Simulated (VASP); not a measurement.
Input of a VASP 6.6.1 run:

The input INCAR:

```
PREC = Accurate ; ENCUT = 520
EDIFF = 1E-6 ; ISMEAR = 0
SIGMA = 0.025 ; LREAL = F
LASPH = T ; NELM = 100
ALGO = Normal ; ISIF = 2
LWAVE = F ; LCHARG = T
GGA = PE ; LELF = T
LVHAR = T ; NBANDS = 15
```

KPOINTS

```
Automatic mesh
0
Gamma
  9 9 9
```

File POSCAR:

```
SrO
1.0
    0.0000000000      2.5663000000      2.5663000000
    2.5663000000      0.0000000000      2.5663000000
    2.5663000000      2.5663000000      0.0000000000
Sr O
1 1
Direct
    0.5000000000      0.5000000000      0.5000000000
    0.0000000000      0.0000000000      0.0000000000
```

Potentials or basis: VASP PAW PBE potentials, release 64 (Sr_sv, O).

Launch:

```console
$ cat potpaw_PBE.64/Sr_sv/POTCAR potpaw_PBE.64/O/POTCAR > POTCAR
$ mpirun -np 1 vasp_std > vasp.out
```

Q: Predict the pressure.

A: 3.9 GPa.

Q: Estimate the band gap on the k mesh.

A: 3.32 eV, indirect (least direct gap 3.41 eV).

A k mesh can miss the band edges.
